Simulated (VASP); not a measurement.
# Al (P6_3/mmc) in VASP: a series of runs

Runs on Al. Level: PBE. Tasks: single point.

Everything below comes from runs of VASP 6.6.1. Logs are shortened: lines on timing, memory, paths and dates and some standing lists are left out, and cuts for length are marked.

## 1. The cell of the first run

The structure is hexagonal, space group P6_3/mmc (No. 194). The conventional cell has a = 2.789 Å, b = 2.789 Å, c = 9.062 Å, α = 90.00°, β = 90.00°, γ = 120.00°. Al (site symmetry -6m2) has 12 Al at 2.78 to 2.79 Å within 3.7 Å. Al (site symmetry -3m) has 12 Al at 2.78 to 2.79 Å within 3.7 Å.

This isn't the form of Al at room conditions, which is fcc.

## 2. Single point, PBE

The input, INCAR:

```
PREC = Accurate ; ENCUT = 520
EDIFF = 1E-6 ; ISMEAR = -1
SIGMA = 0.05 ; LREAL = F
LASPH = T ; NELM = 100
ALGO = Normal ; ISIF = 2
LWAVE = F ; LCHARG = T
GGA = PE ; LELF = T
LVHAR = T ; NBANDS = 14
```

The input, KPOINTS:

```
regular mesh
0
Gamma
  11 11 3
```

The input, POSCAR:

```
Al
1.0
    2.7888685969      0.0000000000      0.0000000000
   -1.3944342984      2.4152310527      0.0000000000
    0.0000000000      0.0000000000      9.0618428096
Al
4
Direct
    0.6666666667      0.3333333333      0.7500000000
    0.0000000000      0.0000000000      0.5000000000
    0.3333333333      0.6666666667      0.2500000000
    0.0000000000      0.0000000000      0.0000000000
```

Potentials or basis: VASP PAW PBE potentials, release 64 (Al).

On the command line:

```console
cat potpaw_PBE.64/Al/POTCAR > POTCAR
mpirun -np 1 vasp_std > vasp.out
```

OUTCAR:

```text
PREC = Accurate
   ENCUT = 520
   EDIFF = 1E-6
   ISMEAR = -1
   LREAL = F
   LASPH = T
   NELM = 100
   ISIF = 2
   GGA = PE

 ion  position               nearest neighbor table
   1  0.667  0.333  0.750-   2 2.78   4 2.78   2 2.78   4 2.78   2 2.78   4 2.78
   2  0.000  0.000  0.500-   1 2.78   3 2.78   3 2.78   1 2.78   1 2.78   3 2.78
   3  0.333  0.667  0.250-   2 2.78   4 2.78   2 2.78   4 2.78   2 2.78   4 2.78
   4  0.000  0.000  0.000-   1 2.78   3 2.78   3 2.78   1 2.78   1 2.78   3 2.78

  LATTYP: Found a hexagonal cell.
 ALAT       =     2.7888685969
 C/A-ratio  =     3.2492899879

  Lattice vectors:

 A1 = (   2.7888685969,   0.0000000000,   0.0000000000)
 A2 = (  -1.3944342984,   2.4152310527,   0.0000000000)
 A3 = (   0.0000000000,   0.0000000000,   9.0618428096)

Analysis of symmetry for initial positions (statically):
=====================================================================
 Subroutine PRICEL returns:
 Original cell was already a primitive cell.

 Routine SETGRP: Setting up the symmetry group for a
 hexagonal supercell.

 Subroutine GETGRP returns: Found 24 space group operations
 (whereof 12 operations were pure point group operations)
 out of a pool of 24 trial point group operations.

The static configuration has the point symmetry D_3d.
 The point group associated with its full space group is D_6h.

Analysis of symmetry for dynamics (positions and initial velocities):
=====================================================================
 Subroutine PRICEL returns:
 Original cell was already a primitive cell.

 Routine SETGRP: Setting up the symmetry group for a
 hexagonal supercell.

 Subroutine GETGRP returns: Found 24 space group operations
 (whereof 12 operations were pure point group operations)
 out of a pool of 24 trial point group operations.

The dynamic configuration has the point symmetry D_3d.
 The point group associated with its full space group is D_6h.

 Subroutine INISYM returns: Found 24 space group operations
 (whereof 12 operations are pure point group operations),
 and found     1 'primitive' translations

----------------------------------------------------------------------------------------

                                     Primitive cell

  volume of cell :      61.0384

  direct lattice vectors                    reciprocal lattice vectors
     2.788868597  0.000000000  0.000000000     0.358568346  0.207019531  0.000000000
    -1.394434298  2.415231053  0.000000000     0.000000000  0.414039062  0.000000000
[... 103 lines left out ...]
   EFERMI =   0.00;   METHOD = LEGACY
   ISMEAR =    -1;   SIGMA  =   0.05  broadening in eV -4-tet -1-fermi 0-gaus
   EFERMI_NEDOS =   21; number of points for ismear=-14 and -15
   IALGO  =     38    algorithm
   IMIX   =      4    mixing-type and parameters
     AMIX     =   0.40;   BMIX     =  1.00
     AMIX_MAG =   1.60;   BMIX_MAG =  1.00
  volume/ion in A,a.u.               =      15.26       102.98
  Fermi-wavevector in a.u.,A,eV,Ry     =   0.951921  1.798870 12.328963  0.906153
  Thomas-Fermi vector in A             =   2.080436
   LORBIT       =      0    0 simple, 1 ext, 2 COOP (PROOUT), +10 PAW based schemes
   GGA     = PE    functional components
   LHFCALC =     F    Hartree Fock is set to
   AEXX    =    0.0000 exact exchange contribution
   IVDW    =     0    specifies the selected vdW correction
   LEPSILON=     F    determine dielectric tensor
   LRPA    =     F    only Hartree local field effects (RPA)
 non-spin polarized calculation
  energy-cutoff  :      520.00
  volume of cell :       61.04
 maximum number of plane-waves:      1661
 NGX is ok and might be reduce to    24
   NGX = 11   NGY = 11   NGZ = 33

 number of electron      12.0000000 magnetization

 Free energy of the ion-electron system (eV)
  ---------------------------------------------------
  ext. energy  EPLUGINS =         0.00000000
  ---------------------------------------------------
  free energy    TOTEN  =       -14.86060786 eV

  energy without entropy =      -14.84758701  energy(sigma->0) =      -14.85409744

 E-fermi :   8.8630     XC(G=0): -10.4833

 val. band max:        8.8477454291   @ k =   0.2727   0.2727   0.0000
 cond. band min:       8.8666938520   @ k =   0.2727   0.0909   0.0000
 fundamental gap:      0.0189484229
 Fermi energy:         8.8630496071

 k-point     1 :       0.0000    0.0000    0.0000
  band No.  band energies     occupation
      1      -2.8468      2.00000
      2      -1.0568      2.00000
      3      -1.0567      2.00000
      4       3.9620      2.00000
      5       4.4152      2.00000
      6      12.5354      0.00000
      7      12.5505      0.00000
      8      20.0411      0.00000
      9      20.0411      0.00000
     10      20.1488      0.00000
     11      20.1488      0.00000
     12      21.0893      0.00000
     13      21.0950      0.00000
     14      21.2288      0.00000
[... 377 lines left out ...]
      1      -1.1897      2.00000
      2      -0.5979      2.00000
      3       1.7414      2.00000
      4       3.4637      2.00000
      5       7.9696      2.00000
      6      10.5749      0.00000
      7      12.1492      0.00000
      8      12.6554      0.00000
      9      14.1201      0.00000
     10      14.3021      0.00000
     11      15.1557      0.00000
     12      16.2798      0.00000
     13      16.7392      0.00000
     14      17.7012      0.00000

 [... further k-points ...]

------------------------ aborting loop because EDIFF is reached ----------------------------------------

  FORCE on cell =-STRESS in cart. coord.  units (eV):
  Direction    XX          YY          ZZ          XY          YZ          ZX
  --------------------------------------------------------------------------------------
  -------------------------------------------------------------------------------------
  Total        2.6045163      2.6045163      3.4368186      0.0000000      0.0000000      0.0000000
  in kB       68.3650915     68.3650915     90.2119206      0.0000000      0.0000000      0.0000000
  external PRESSURE =      75.6473678 kB  Pullay stress =       0.0000000 kB

 VOLUME and BASIS-vectors are now :
 -----------------------------------------------------------------------------
  energy-cutoff  :      520.00
  volume of cell :       61.04
      direct lattice vectors                 reciprocal lattice vectors
     2.788868597  0.000000000  0.000000000     0.358568346  0.207019531  0.000000000
    -1.394434298  2.415231053  0.000000000     0.000000000  0.414039062  0.000000000
     0.000000000  0.000000000  9.061842810     0.000000000  0.000000000  0.110352830

 POSITION                                       TOTAL-FORCE (eV/Angst)
 -----------------------------------------------------------------------------------
      1.39443      0.80508      6.79638        -0.000000      0.000000     -0.000000
      0.00000      0.00000      4.53092        -0.000000      0.000000      0.000000
     -0.00000      1.61015      2.26546         0.000000      0.000000      0.000000
      0.00000      0.00000      0.00000        -0.000000      0.000000      0.000000
 -----------------------------------------------------------------------------------
    total drift:                               -0.000000      0.000000      0.000000

  FREE ENERGIE OF THE ION-ELECTRON SYSTEM (eV)
  ---------------------------------------------------
  free  energy   TOTEN  =       -14.8606078620 eV

  energy  without entropy=      -14.8475870143  energy(sigma->0) =      -14.85409744
```

Wall time 50 s (1 thread of AMD EPYC 7R13, shared host); peak memory 0.15 GiB.

What came out:

| Quantity | Value |
| --- | --- |
| Free energy | -14.8606 eV |
| Pressure | 7.6 GPa |
| Band gap on the k mesh | zero (bands 6 and 7 overlap by 6.04 eV) |

Caveat: the cell stands under pressure.

## 3. Single point, PBE

This run uses another cell than the first one, of 15.58 Å³/atom.

The input, INCAR:

```
SYSTEM = Al
ALGO     = Normal         ! electronic algorithm
EDIFF    = 1E-6           ! SCF threshold, eV
ENCUT    = 520            ! plane-wave cutoff, eV
GGA      = PE             ! functional
ISIF     = 2              ! what is computed and relaxed
ISMEAR   = -1             ! smearing method
LASPH    = .True.         ! aspherical terms in the spheres
LCHARG   = .True.         ! write CHGCAR
LELF     = .True.         ! ELF
LREAL    = .False.        ! projectors in reciprocal space
LVHAR    = .True.       
LWAVE    = .False.        ! write WAVECAR
NBANDS   = 14             ! bands
NELM     = 100            ! most SCF steps
PREC     = Accurate       ! precision mode
SIGMA    = 0.05           ! smearing width, eV
```

The input, KPOINTS:

```
k-points
0
Gamma
  11 11 3
  0 0 0
```

The input, POSCAR:

```
Al
1.0
    2.8081027812      0.0000000000      0.0000000000
   -1.4040513906      2.4318883449      0.0000000000
    0.0000000000      0.0000000000      9.1243402522
Al
4
Direct
    0.6666666667      0.3333333333      0.7500000000
    0.0000000000      0.0000000000      0.5000000000
    0.3333333333      0.6666666667      0.2500000000
    0.0000000000      0.0000000000      0.0000000000
```

Potentials or basis: VASP PAW PBE potentials, release 64 (Al).

On the command line:

```console
cat potpaw_PBE.64/Al/POTCAR > POTCAR
mpirun -np 1 vasp_std > vasp.out
```

Run time: 49 s. Hardware: 1 thread of AMD EPYC 7R13, shared host; peak memory 0.15 GiB.

Results (log left out):

| Item | Value |
| --- | --- |
| Free energy | -14.9121 eV |
| Pressure | 5.4 GPa |
| Band gap on the k mesh | zero (bands 6 and 7 overlap by 6.00 eV) |

Stress tensor (GPa, compression positive):
```
4.73 0.00 0.00
0.00 4.73 0.00
0.00 0.00 6.84
```

Levels at points of the mesh, in eV from the Fermi level:
```tsv
k point	band 3	band 4	band 5	band 6	band 7	band 8	band 9	band 10
(0.00, 0.00, 0.00)	-9.79	-4.81	-4.41	3.63	3.65	11.02	11.02	11.16
```

Caveat: the cell stands under pressure.

## 4. Single point, PBE

This run uses another cell than the first one, of 15.90 Å³/atom.

The input, INCAR:

```
SYSTEM = Al
ALGO = Normal
EDIFF = 1E-7
ENCUT = 520
GGA = PE
ISIF = 2
ISMEAR = -1
LASPH = .TRUE.
LCHARG = .TRUE.
LELF = .TRUE.
LREAL = .FALSE.
LVHAR = .TRUE.
LWAVE = .FALSE.
NBANDS = 14
NELM = 60
PREC = Accurate
SIGMA = 0.05
```

The input, KPOINTS:

```
k-points
0
G
  11 11 3
  0 0 0
```

The input, POSCAR:

```
Al
1.0
    2.8270770242      0.0000000000      0.0000000000
   -1.4135385121      2.4483205214      0.0000000000
    0.0000000000      0.0000000000      9.1859930700
Al
4
Direct
    0.6666666667      0.3333333333      0.7500000000
    0.0000000000      0.0000000000      0.5000000000
    0.3333333333      0.6666666667      0.2500000000
    0.0000000000      0.0000000000      0.0000000000
```

On the command line:

```console
cat potpaw_PBE.64/Al/POTCAR > POTCAR
mpirun -np 1 vasp_std > vasp.out
```

Run time: 49 s. Hardware: 1 thread of AMD EPYC 7R13, shared host; peak memory 0.15 GiB.

Results (log left out):

| Quantity | Value |
| --- | --- |
| Free energy | -14.9476 eV |
| Pressure | 3.5 GPa |
| Band gap on the k mesh | zero (bands 6 and 7 overlap by 5.95 eV) |

Stress tensor (GPa, compression positive):
```
2.85 0.00 0.00
0.00 2.85 0.00
0.00 0.00 4.87
```

Levels at points of the mesh, in eV from the Fermi level:
| k point | band 2 | band 3 | band 4 | band 5 | band 6 | band 7 | band 8 | band 9 | band 10 | band 11 |
| --- | --- | --- | --- | --- | --- | --- | --- | --- | --- | --- |
| (0.00, 0.00, 0.00) | -9.66 | -9.66 | -4.72 | -4.38 | 3.60 | 3.61 | 10.87 | 10.87 | 11.03 | 11.03 |

Caveat: the cell stands under pressure.

## 5. Single point, PBE

This run uses another cell than the first one, of 15.90 Å³/atom.

The input, INCAR:

```
ALGO = Normal
EDIFF = 1E-6
ENCUT = 520
GGA = PE
ISIF = 2
ISMEAR = -1
LASPH = True
LCHARG = False
LREAL = False
LWAVE = False
NBANDS = 14
NELM = 100
PREC = Accurate
SIGMA = 0.05
```

The input, KPOINTS:

```
k-points
0
Gamma
  11 11 3
```

POSCAR is that of step 4.

On the command line:

```console
cat potpaw_PBE.64/Al/POTCAR > POTCAR
mpirun -np 1 vasp_std > vasp.out
```

It took 37 s on 1 thread of AMD EPYC 7R13, shared host; peak memory 0.15 GiB.

Results (log left out):

| Quantity | Value |
| --- | --- |
| Free energy | -14.9476 eV |
| Pressure | 3.5 GPa |
| Band gap on the k mesh | zero (bands 6 and 7 overlap by 5.95 eV) |

Stress tensor (GPa, compression positive):
```
2.85 0.00 0.00
0.00 2.85 0.00
0.00 0.00 4.87
```

Levels at points of the mesh, in eV from the Fermi level:
```csv
k point,band 3,band 4,band 5,band 6,band 7,band 8,band 9,band 10
"(0.00, 0.00, 0.00)",-9.66,-4.72,-4.38,3.60,3.61,10.87,10.87,11.03
```

Caveat: the cell stands under pressure.

## 6. Single point, PBE

This run uses another cell than the first one, of 16.21 Å³/atom.

The input, INCAR:

```
SYSTEM = Al
PREC     = Accurate       ! precision mode
ENCUT    = 520            ! plane-wave cutoff, eV
EDIFF    = 1E-7           ! SCF threshold, eV
ISMEAR   = -1             ! smearing method
SIGMA    = 0.05           ! smearing width, eV
LREAL    = .FALSE.        ! projectors in reciprocal space
LASPH    = .TRUE.         ! aspherical terms in the spheres
NELM     = 100            ! most SCF steps
ALGO     = Normal         ! electronic algorithm
ISIF     = 2              ! what is computed and relaxed
LWAVE    = .FALSE.        ! write WAVECAR
LCHARG   = .FALSE.        ! write CHGCAR
GGA      = PE             ! functional
NBANDS   = 14             ! bands
```

The input, KPOINTS:

```
Automatic mesh
0
G
  11 11 3
  0 0 0
```

The input, POSCAR:

```
Al
1.0
    2.8457999342      0.0000000000      0.0000000000
   -1.4228999671      2.4645350371      0.0000000000
    0.0000000000      0.0000000000      9.2468292341
Al
4
Direct
    0.6666666667      0.3333333333      0.7500000000
    0.0000000000      0.0000000000      0.5000000000
    0.3333333333      0.6666666667      0.2500000000
    0.0000000000      0.0000000000      0.0000000000
```

Potentials or basis: VASP PAW PBE potentials, release 64 (Al).

On the command line:

```console
cat potpaw_PBE.64/Al/POTCAR > POTCAR
mpirun -np 1 vasp_std > vasp.out
```

Run time: 36 s. Hardware: 1 thread of AMD EPYC 7R13, shared host; peak memory 0.15 GiB.

It converged, with:

* Free energy: -14.9686 eV
* Pressure: 1.8 GPa
* Band gap on the k mesh: zero (bands 6 and 7 overlap by 5.90 eV)

Stress tensor (GPa, compression positive):
```
1.15 0.00 0.00
0.00 1.15 0.00
0.00 0.00 3.08
```

Levels at points of the mesh, in eV from the Fermi level:
```
           k point  band 3  band 4  band 5  band 6  band 7  band 8  band 9  band 10
(0.00, 0.00, 0.00)   -9.54   -4.64   -4.35    3.56    3.58   10.71   10.71    10.90
```

## 7. The runs side by side

```tsv
cell	gap on the mesh (eV)	pressure (GPa)
a = 2.789, b = 2.789, c = 9.062 Å, angles 90.0, 90.0, 120.0°, 4 atoms	none	7.6
a = 2.808, b = 2.808, c = 9.124 Å, angles 90.0, 90.0, 120.0°, 4 atoms	none	5.4
a = 2.827, b = 2.827, c = 9.186 Å, angles 90.0, 90.0, 120.0°, 4 atoms	none	3.5
a = 2.846, b = 2.846, c = 9.247 Å, angles 90.0, 90.0, 120.0°, 4 atoms	none	1.8
```

Alike in all rows: task single point; level PBE; potentials or basis VASP PAW PBE potentials, release 64 (Al); no spin polarisation; k mesh 11 × 11 × 3; cutoff (eV) 520; smearing fermi-dirac 0.05 eV.

Caveats: the cell stands under pressure (at least some runs).

Total energies depend on the potentials used, so only differences within one code and one set of settings carry meaning.
